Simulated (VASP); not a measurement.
Set up this calculation in VASP 6.6.1, as the native input.

```
Task                   : single point
Functional             : revPBE
Dispersion             : D3(BJ)
Potentials or basis    : VASP PAW PBE potentials, release 64 (As, B)
Cutoff                 : 520 eV
k mesh                 : 10 × 10 × 10
Occupations            : fermi-dirac, width 0.05 eV
Spin                   : no spin polarisation
Dipole correction      : no
Further INCAR settings : ALGO = Normal; EDIFF = 1e-06; NBANDS = 11
```

The structure of BAs lies in POSCAR:

```
BAs
1.0
    0.0000000000      2.4199312360      2.4199312360
    2.4199312360      0.0000000000      2.4199312360
    2.4199312360      2.4199312360      0.0000000000
As B
1 1
Direct
    0.7500000000      0.7500000000      0.7500000000
    0.0000000000      0.0000000000      0.0000000000
```

One way to write it, as run:

INCAR

```
PREC = Accurate ; ENCUT = 520
EDIFF = 1E-6 ; ISMEAR = -1
SIGMA = 0.05 ; LREAL = False
LASPH = True ; NELM = 100
ALGO = Normal ; ISIF = 2
LWAVE = False ; LCHARG = False
GGA = RE ; IVDW = 12
NBANDS = 11
```

KPOINTS

```
regular mesh
0
Gamma
  10 10 10
```

Potentials or basis: VASP PAW PBE potentials, release 64 (As, B).

The run is started by

```bash
$ cat potpaw_PBE.64/As/POTCAR potpaw_PBE.64/B/POTCAR > POTCAR
$ mpirun -np 1 vasp_std > vasp.out
```

It gave:

```json
{
  "Pressure": "-7.2 GPa",
  "Band gap on the k mesh": "1.24 eV, indirect (least direct gap 3.23 eV)",
  "Dispersion energy per atom": "-0.626 eV"
}
```

Caveat: the PAW data sets were made with another functional, which shifts forces and pressure a little.

Run time: 18 s on 1 thread of Intel(R) Xeon(R) Platinum 8259CL CPU @ 2.50GHz (Skylake/Cascade Lake), on a shared host, peak memory 0.17 GiB.
